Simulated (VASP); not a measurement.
Wanted: the native input for a VASP 6.6.1 run.

| Quantity | Value |
| --- | --- |
| Task | electric field gradients |
| Functional | PBE |
| Potentials or basis | VASP PAW PBE potentials, release 64 (Ru_pv) |
| Cutoff | 400 eV |
| k mesh | 14 × 14 × 8 |
| Occupations | fermi-dirac, width 0.03 eV |
| Spin | no spin polarisation |
| Dipole correction | no |
| Further INCAR settings | ALGO = Normal; EDIFF = 1e-08; NBANDS = 21 |

The structure of Ru lies in POSCAR:

```
Ru
1.0
    2.7057993342      0.0202934950      0.0202934950
   -1.3353249849      2.3331442135      0.0074279347
    0.0321142500      0.0321142500      4.2819000000
Ru
2
Direct
    0.3333333333      0.6666666667      0.2500000000
    0.6666666667      0.3333333333      0.7500000000
```

This cell differs from its parent crystal: equal xy, yz and zx shear strains of +1.5 %.

The input as run:

INCAR

```
PREC = Accurate
ENCUT = 400
EDIFF = 1E-8
ISMEAR = -1
SIGMA = 0.03
LREAL = False
LASPH = True
NELM = 120
ALGO = Normal
ISIF = 2
LWAVE = False
LCHARG = False
GGA = PE
LEFG = True
NBANDS = 21
GGA_COMPAT = False
```

KPOINTS

```
regular mesh
0
Gamma
  14 14 8
```

Potentials or basis: VASP PAW PBE potentials, release 64 (Ru_pv).

The run is started by

```console
$ cat potpaw_PBE.64/Ru_pv/POTCAR > POTCAR
$ mpirun -np 1 vasp_std > vasp.out
```

Results of the run:

```yaml
Pressure: 3.8 GPa
Largest_force: 0.057 eV/Å
Band_gap_on_the_k_mesh: zero (bands 14 and 15 overlap by 3.17 eV)
Largest_electric_field_gradient_by_atom: Ru -14.1 V/Å²
```

Caveat: the cell differs from its parent crystal (equal xy, yz and zx shear strains of +1.5 %); the cell stands under pressure; without QUAD_EFG the Cq values of the log hold for a quadrupole moment of 1 mb, not for the nuclei.

Wall time 4.9 min on 1 thread of Intel(R) Xeon(R) Platinum 8259CL CPU @ 2.50GHz (Skylake/Cascade Lake), with other jobs on the host, peak memory 0.33 GiB.
